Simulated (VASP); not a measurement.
# HfTe4 (P-43m) in VASP: notebook

Runs on HfTe4. Level: PBE. Tasks: single point, relaxation of cell and atoms.

All numbers are computed with VASP 6.6.1; they aren't measurements. Logs are shortened: lines on timing, memory, paths and dates and some standing lists are left out, and cuts for length are marked.

**1. The cell of the first run**

Symmetry: P-43m, No. 215, cubic system. The conventional cell has a = 5.369 Å, b = 5.369 Å, c = 5.369 Å, α = 90.00°, β = 90.00°, γ = 90.00°. Hf (site symmetry -43m) has 4 Te at 2.76 Å within 3.6 Å. Te (site symmetry 3m) has 1 Hf at 2.76 Å and 3 Te at 3.09 Å within 3.6 Å.

The cell was built from a structure type or drawn by symmetry, and may not be a known phase.

**2. Single point, PBE**

File INCAR:

```
PREC = Accurate
ENCUT = 500
EDIFF = 1E-6
ISMEAR = 0
SIGMA = 0.1
LREAL = False
LASPH = True
NELM = 120
ALGO = Normal
ISIF = 2
LWAVE = False
LCHARG = False
GGA = PE
NBANDS = 25
GGA_COMPAT = False
```

File KPOINTS:

```
Automatic mesh
0
Gamma
  4 4 4
```

File POSCAR:

```
HfTe4
1.0
    5.3694149400      0.0000000000      0.0000000000
    0.0000000000      5.3694149400      0.0000000000
    0.0000000000      0.0000000000      5.3694149400
Hf Te
1 4
Direct
    0.5000000000      0.5000000000      0.5000000000
    0.7963511500      0.7963511500      0.7963511500
    0.2036488500      0.2036488500      0.7963511500
    0.2036488500      0.7963511500      0.2036488500
    0.7963511500      0.2036488500      0.2036488500
```

Potentials or basis: VASP PAW PBE potentials, release 64 (Hf_pv, Te).

Started as:

```console
cat potpaw_PBE.64/Hf_pv/POTCAR potpaw_PBE.64/Te/POTCAR > POTCAR
mpirun -np 1 vasp_std > vasp.out
```

OUTCAR:

```text
PREC = Accurate
   ENCUT = 500
   EDIFF = 1E-6
   ISMEAR = 0
   LREAL = False
   LASPH = True
   NELM = 120
   ISIF = 2
   GGA = PE

 ion  position               nearest neighbor table
   1  0.500  0.500  0.500-   2 2.76   3 2.76   4 2.76   5 2.76
   2  0.796  0.796  0.796-   1 2.76   3 3.09   4 3.09   5 3.09
   3  0.204  0.204  0.796-   1 2.76   2 3.09   4 3.09   5 3.09
   4  0.204  0.796  0.204-   1 2.76   2 3.09   3 3.09   5 3.09
   5  0.796  0.204  0.204-   1 2.76   2 3.09   3 3.09   4 3.09

  LATTYP: Found a simple cubic cell.
 ALAT       =     5.3694149400

  Lattice vectors:

 A1 = (   5.3694149400,   0.0000000000,   0.0000000000)
 A2 = (   0.0000000000,   5.3694149400,   0.0000000000)
 A3 = (   0.0000000000,   0.0000000000,   5.3694149400)

Analysis of symmetry for initial positions (statically):
=====================================================================
 Subroutine PRICEL returns:
 Original cell was already a primitive cell.

 Routine SETGRP: Setting up the symmetry group for a
 simple cubic supercell.

 Subroutine GETGRP returns: Found 24 space group operations
 (whereof 24 operations were pure point group operations)
 out of a pool of 48 trial point group operations.

The static configuration has the point symmetry T_d .

Analysis of symmetry for dynamics (positions and initial velocities):
=====================================================================
 Subroutine PRICEL returns:
 Original cell was already a primitive cell.

 Routine SETGRP: Setting up the symmetry group for a
 simple cubic supercell.

 Subroutine GETGRP returns: Found 24 space group operations
 (whereof 24 operations were pure point group operations)
 out of a pool of 48 trial point group operations.

The dynamic configuration has the point symmetry T_d .

 Subroutine INISYM returns: Found 24 space group operations
 (whereof 24 operations are pure point group operations),
 and found     1 'primitive' translations

----------------------------------------------------------------------------------------

                                     Primitive cell

  volume of cell :     154.8035

  direct lattice vectors                    reciprocal lattice vectors
     5.369414940  0.000000000  0.000000000     0.186240030  0.000000000  0.000000000
     0.000000000  5.369414940  0.000000000     0.000000000  0.186240030  0.000000000
     0.000000000  0.000000000  5.369414940     0.000000000  0.000000000  0.186240030

  length of vectors
     5.369414940  5.369414940  5.369414940     0.186240030  0.186240030  0.186240030

  position of ions in fractional coordinates (direct lattice)
     0.500000000  0.500000000  0.500000000
     0.796351150  0.796351150  0.796351150
     0.203648850  0.203648850  0.796351150
     0.203648850  0.796351150  0.203648850
     0.796351150  0.203648850  0.203648850

  ion indices of the primitive-cell ions
   primitive index   ion index
                 1           1
                 2           2
                 3           3
                 4           4
                 5           5

----------------------------------------------------------------------------------------

 KPOINTS: Automatic mesh

Automatic generation of k-mesh.
 Grid dimensions read from file:
 generate k-points for:    4    4    4

 Generating k-lattice:

  Cartesian coordinates                     Fractional coordinates (reciprocal lattice)
     0.046560008  0.000000000  0.000000000     0.250000000  0.000000000  0.000000000
     0.000000000  0.046560008  0.000000000     0.000000000  0.250000000  0.000000000
     0.000000000  0.000000000  0.046560008     0.000000000  0.000000000  0.250000000

  Length of vectors
     0.046560008  0.046560008  0.046560008

  Shift w.r.t. Gamma in fractional coordinates (k-lattice)
     0.000000000  0.000000000  0.000000000

 Subroutine IBZKPT returns following result:
 ===========================================

 Found     10 irreducible k-points:

 Following reciprocal coordinates:
            Coordinates               Weight
  0.000000  0.000000  0.000000      1.000000
  0.250000  0.000000  0.000000      6.000000
  0.500000  0.000000  0.000000      3.000000
  0.250000  0.250000  0.000000     12.000000
  0.500000  0.250000  0.000000     12.000000
  0.500000  0.500000  0.000000      3.000000
  0.250000  0.250000  0.250000      8.000000
  0.500000  0.250000  0.250000     12.000000
  0.500000  0.500000  0.250000      6.000000
  0.500000  0.500000  0.500000      1.000000
   k-points           NKPTS =     10   k-points in BZ     NKDIM =     10   number of bands    NBANDS=     25
   number of dos      NEDOS =    301   number of ions     NIONS =      5
   total plane-waves  NPLWV =  64000
   dimension x,y,z NGX =    40 NGY =   40 NGZ =   40
   dimension x,y,z NGXF=    80 NGYF=   80 NGZF=   80
   ions per type =               1   4
   NGX,Y,Z   is equivalent  to a cutoff of  12.38, 12.38, 12.38 a.u.
   NGXF,Y,Z  is equivalent  to a cutoff of  24.77, 24.77, 24.77 a.u.
 SYSTEM =  unknown system
   PREC   = accura    normal or accurate (medium, high low for compatibility)
   ISTART =      0    job   : 0-new  1-cont  2-samecut
   ICHARG =      2    charge: 1-file 2-atom 10-const
   ISPIN  =      1    spin polarized calculation?
   LNONCOLLINEAR =      F non collinear calculations
   LSORBIT =      F    spin-orbit coupling
   LASPH  =      T    aspherical Exc in radial PAW
   ENCUT  =  500.0 eV  36.75 Ry    6.06 a.u.   9.79  9.79  9.79*2*pi/ulx,y,z
   NELM   =    120;   NELMIN=  2; NELMDL= -5     # of ELM steps
   EDIFF  = 0.1E-05   stopping-criterion for ELM
   LREAL  =      F    real-space projection
   EDIFFG = 0.1E-04   stopping-criterion for IOM
   NSW    =      0    number of steps for IOM
   IBRION =     -1    ionic relax: 0-MD 1-quasi-New 2-CG
   NFREE  =      0    steps in history (QN), initial steepest desc. (CG)
   ISIF   =      2    stress and relaxation
   ISYM   =      2    0-nonsym 1-usesym 2-fastsym
   POTIM  = 0.5000    time-step for ionic-motion
   TEBEG  =    0.0;   TEEND  =   0.0 temperature during run
   PSTRESS=    0.0 pullay stress
   NELECT =      34.0000    total number of electrons
   NUPDOWN=      -1.0000    fix difference up-down
   EMIN   =  10.00;   EMAX   =-10.00  energy-range for DOS
   EFERMI =   0.00;   METHOD = LEGACY
   ISMEAR =     0;   SIGMA  =   0.10  broadening in eV -4-tet -1-fermi 0-gaus
   EFERMI_NEDOS =   21; number of points for ismear=-14 and -15
   IALGO  =     38    algorithm
   IMIX   =      4    mixing-type and parameters
     AMIX     =   0.40;   BMIX     =  1.00
     AMIX_MAG =   1.60;   BMIX_MAG =  1.00
  volume/ion in A,a.u.               =      30.96       208.93
  Fermi-wavevector in a.u.,A,eV,Ry     =   0.987736  1.866550 13.274146  0.975622
  Thomas-Fermi vector in A             =   2.119212
   LORBIT       =      0    0 simple, 1 ext, 2 COOP (PROOUT), +10 PAW based schemes
   GGA     = PE    functional components
   LHFCALC =     F    Hartree Fock is set to
   AEXX    =    0.0000 exact exchange contribution
   IVDW    =     0    specifies the selected vdW correction
   LEPSILON=     F    determine dielectric tensor
   LRPA    =     F    only Hartree local field effects (RPA)
 non-spin polarized calculation
 Gauss-broadening in eV      SIGMA  =   0.10
  energy-cutoff  :      500.00
  volume of cell :      154.80
 maximum number of plane-waves:      3952
 NGX is ok and might be reduce to    40
   NGX = 19   NGY = 19   NGZ = 19

 number of electron      33.9999999 magnetization

 Free energy of the ion-electron system (eV)
  ---------------------------------------------------
  ext. energy  EPLUGINS =         0.00000000
  ---------------------------------------------------
  free energy    TOTEN  =       -20.97405082 eV

  energy without entropy =      -20.93931036  energy(sigma->0) =      -20.95668059

 E-fermi :   5.8804     XC(G=0):  -9.5421

 val. band max:        5.8781309112   @ k =   0.5000   0.5000   0.0000
 cond. band min:       5.8842485831   @ k =   0.2500   0.2500   0.0000
 fundamental gap:      0.0061176719
 Fermi energy:         5.8804029356

 k-point     1 :       0.0000    0.0000    0.0000
  band No.  band energies     occupation
      1     -25.4602      2.00000
      2     -25.4602      2.00000
      3     -25.4602      2.00000
      4      -7.3351      2.00000
      5      -4.3130      2.00000
      6      -4.3130      2.00000
[... 17 lines left out ...]
     24       7.7934      0.00000
     25       9.1843      0.00000

 k-point     2 :       0.2500    0.0000    0.0000
  band No.  band energies     occupation
      1     -25.4606      2.00000
      2     -25.4602      2.00000
      3     -25.4602      2.00000
      4      -7.1450      2.00000
      5      -4.8075      2.00000
      6      -4.2957      2.00000
[... 17 lines left out ...]
     24       8.5261      0.00000
     25      10.4993      0.00000

 k-point     3 :       0.5000    0.0000    0.0000
  band No.  band energies     occupation
      1     -25.4611      2.00000
      2     -25.4601      2.00000
      3     -25.4601      2.00000
      4      -6.8757      2.00000
      5      -5.3298      2.00000
      6      -4.2782      2.00000
[... 17 lines left out ...]
     24       8.8276      0.00000
     25      10.7839      0.00000

 k-point     4 :       0.2500    0.2500    0.0000
  band No.  band energies     occupation
      1     -25.4606      2.00000
      2     -25.4606      2.00000
      3     -25.4601      2.00000
      4      -6.9713      2.00000
      5      -4.7834      2.00000
      6      -4.6534      2.00000
[... 17 lines left out ...]
     24       8.7457      0.00000
     25      10.7529      0.00000

 k-point     5 :       0.5000    0.2500    0.0000
  band No.  band energies     occupation
      1     -25.4610      2.00000
      2     -25.4605      2.00000
      3     -25.4601      2.00000
      4      -6.7329      2.00000
      5      -5.1783      2.00000
      6      -4.5930      2.00000
[... 17 lines left out ...]
     24       9.2822      0.00000
     25      11.0631      0.00000

 k-point     6 :       0.5000    0.5000    0.0000
  band No.  band energies     occupation
      1     -25.4609      2.00000
      2     -25.4609      2.00000
      3     -25.4600      2.00000
      4      -6.5481      2.00000
      5      -4.9346      2.00000
      6      -4.9346      2.00000
[... 17 lines left out ...]
     24       9.0293      0.00000
     25      10.9786      0.00000

 k-point     7 :       0.2500    0.2500    0.2500
  band No.  band energies     occupation
      1     -25.4605      2.00000
      2     -25.4605      2.00000
      3     -25.4605      2.00000
      4      -6.8108      2.00000
      5      -4.7656      2.00000
      6      -4.6265      2.00000
[... 17 lines left out ...]
     24       9.1146      0.00000
     25       9.9810      0.00000

 k-point     8 :       0.5000    0.2500    0.2500
  band No.  band energies     occupation
      1     -25.4609      2.00000
      2     -25.4605      2.00000
      3     -25.4605      2.00000
      4      -6.5961      2.00000
      5      -5.0679      2.00000
      6      -4.6456      2.00000
[... 17 lines left out ...]
     24       9.6463      0.00000
     25      10.4709      0.00000

 k-point     9 :       0.5000    0.5000    0.2500
  band No.  band energies     occupation
      1     -25.4609      2.00000
      2     -25.4609      2.00000
      3     -25.4604      2.00000
      4      -6.4214      2.00000
      5      -4.9026      2.00000
      6      -4.9026      2.00000
[... 17 lines left out ...]
     24       9.3056      0.00000
     25      10.2845      0.00000

 k-point    10 :       0.5000    0.5000    0.5000
  band No.  band energies     occupation
      1     -25.4608      2.00000
      2     -25.4608      2.00000
      3     -25.4608      2.00000
      4      -6.2644      2.00000
      5      -4.8695      2.00000
      6      -4.8695      2.00000
[... 17 lines left out ...]
     24       9.5526      0.00000
     25       9.5526      0.00000

------------------------ aborting loop because EDIFF is reached ----------------------------------------

  FORCE on cell =-STRESS in cart. coord.  units (eV):
  Direction    XX          YY          ZZ          XY          YZ          ZX
  --------------------------------------------------------------------------------------
  -------------------------------------------------------------------------------------
  Total        3.7061635      3.7061635      3.7061635      0.0000000      0.0000000      0.0000000
  in kB       38.3578497     38.3578497     38.3578497      0.0000000      0.0000000      0.0000000
  external PRESSURE =      38.3578497 kB  Pullay stress =       0.0000000 kB

 VOLUME and BASIS-vectors are now :
 -----------------------------------------------------------------------------
  energy-cutoff  :      500.00
  volume of cell :      154.80
      direct lattice vectors                 reciprocal lattice vectors
     5.369414940  0.000000000  0.000000000     0.186240030  0.000000000  0.000000000
     0.000000000  5.369414940  0.000000000     0.000000000  0.186240030  0.000000000
     0.000000000  0.000000000  5.369414940     0.000000000  0.000000000  0.186240030

 POSITION                                       TOTAL-FORCE (eV/Angst)
 -----------------------------------------------------------------------------------
      2.68471      2.68471      2.68471         0.000000     -0.000000      0.000000
      4.27594      4.27594      4.27594        -0.745933     -0.745933     -0.745933
      1.09348      1.09348      4.27594         0.745933      0.745933     -0.745933
      1.09348      4.27594      1.09348         0.745933     -0.745933      0.745933
      4.27594      1.09348      1.09348        -0.745933      0.745933      0.745933
 -----------------------------------------------------------------------------------
    total drift:                               -0.000000     -0.000000      0.000000

  FREE ENERGIE OF THE ION-ELECTRON SYSTEM (eV)
  ---------------------------------------------------
  free  energy   TOTEN  =       -20.9740508243 eV

  energy  without entropy=      -20.9393103623  energy(sigma->0) =      -20.95668059
```

Run time: 60 s. Hardware: 1 thread of Intel Xeon 8259CL, shared host; peak memory 0.25 GiB.

Results:

* Free energy: -20.9741 eV
* Pressure: 3.8 GPa
* Largest force: 1.292 eV/Å
* Band gap on the k mesh: zero (bands 17 and 18 overlap by 1.08 eV)

Forces in eV/Å, atoms in the order of the input:
```
Hf   0.000  0.000  0.000
Te  -0.746 -0.746 -0.746
Te   0.746  0.746 -0.746
Te   0.746 -0.746  0.746
Te  -0.746  0.746  0.746
```

Caveat: the cell stands under pressure; spin-orbit coupling is left out, which moves the levels of the heavy elements; forces of over 1 eV/Å act on the atoms, so gaps and moduli don't describe the material at rest.

**3. Single point, PBE**

This run uses another cell than the first one, of 35.07 Å³/atom.

File INCAR:

```
  ALGO = Normal
  EDIFF = 1E-6
  ENCUT = 500
  GGA = PE
  GGA_COMPAT = False
  ISIF = 2
  ISMEAR = 0
  LASPH = True
  LCHARG = False
  LREAL = False
  LWAVE = False
  NBANDS = 25
  NELM = 120
  PREC = Accurate
  SIGMA = 0.1
```

File KPOINTS:

```
k-points
0
Gamma
  4 4 4
```

File POSCAR:

```
HfTe4
1.0
    5.5969718632      0.0000000000      0.0000000000
    0.0000000000      5.5969718632      0.0000000000
    0.0000000000      0.0000000000      5.5969718632
Hf Te
1 4
Direct
    0.5000000000      0.5000000000      0.5000000000
    0.7807736404      0.7807736404      0.7807736404
    0.2192263596      0.2192263596      0.7807736404
    0.2192263596      0.7807736404      0.2192263596
    0.7807736404      0.2192263596      0.2192263596
```

Potentials or basis: VASP PAW PBE potentials, release 64 (Hf_pv, Te).

Started as:

```console
cat potpaw_PBE.64/Hf_pv/POTCAR potpaw_PBE.64/Te/POTCAR > POTCAR
mpirun -np 1 vasp_std > vasp.out
```

Wall time 70 s (1 thread of Intel Xeon 8259CL, shared host); peak memory 0.26 GiB.

Results (log left out):

| Item | Value |
| --- | --- |
| Free energy | -21.4525 eV |
| Pressure | 0.2 GPa |
| Largest force | 0.010 eV/Å |
| Band gap on the k mesh | zero (bands 17 and 18 overlap by 0.91 eV) |

Forces in eV/Å, atoms in the order of the input:
```
Hf   0.000  0.000  0.000
Te   0.006  0.006  0.006
Te  -0.006 -0.006  0.006
Te  -0.006  0.006 -0.006
Te   0.006 -0.006 -0.006
```

Levels at points of the mesh, in eV from the Fermi level:
| k point | band 15 | band 16 | band 17 | band 18 | band 19 | band 20 |
| --- | --- | --- | --- | --- | --- | --- |
| (0.00, 0.00, 0.00) | -0.46 | -0.46 | 0.15 | 0.15 | 0.15 | 1.90 |
| (0.50, 0.00, 0.00) | -1.76 | -0.81 | -0.81 | 0.50 | 0.50 | 1.93 |
| (0.50, 0.50, 0.00) | -1.27 | -0.16 | -0.16 | -0.12 | 0.11 | 2.43 |
| (0.50, 0.50, 0.50) | -0.36 | -0.36 | 0.78 | 0.78 | 0.78 | 2.45 |

Caveat: spin-orbit coupling is left out, which moves the levels of the heavy elements.

(Part 1 of 2 ends here.)
